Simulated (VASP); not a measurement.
Runs of VASP 6.6.1 on KI. Symmetry: Pm-3m, No. 221, cubic system. Conventional cell: a = 4.291 Å, b = 4.291 Å, c = 4.291 Å, α = 90.00°, β = 90.00°, γ = 90.00°. K (site symmetry m-3m) has 8 I at 3.72 Å and 6 K at 4.29 Å within 4.9 Å. I (site symmetry m-3m) has 8 K at 3.72 Å and 6 I at 4.29 Å within 4.9 Å. 

| level | potentials or basis | grid for exact exchange (PRECFOCK) | screening parameter | gap on the mesh (eV) | pressure (GPa) |
| --- | --- | --- | --- | --- | --- |
| PBE | VASP PAW PBE potentials, release 64 (K_sv, I) | - | - | (b) | (c) |
| r2SCAN | VASP PAW PBE potentials, release 64 (K_sv, I) | - | - | (a) | 0.1 |
| LDA | VASP PAW LDA potentials, release 64 (K_sv, I) | - | - | 2.99 | -1.6 |
| HSE06 | VASP PAW PBE potentials, release 64 (K_sv, I) | Normal | 0.2079 1/Å | 4.30 | 0.3 |

Alike in all rows: task single point; no spin polarisation; cell as given; k mesh 4 × 4 × 4; cutoff (eV) 520; smearing gaussian 0.01 eV.

Question: Fill in the values left out.

Answer: (a) 4.04; (b) 3.33; (c) 0.6.

Caveats: spin-orbit coupling is left out, which moves the levels of the heavy elements; the PAW data sets were made with another functional, which shifts forces and pressure a little (some runs).

A k mesh can miss the band edges, and the runs leave out spin-orbit coupling on I.
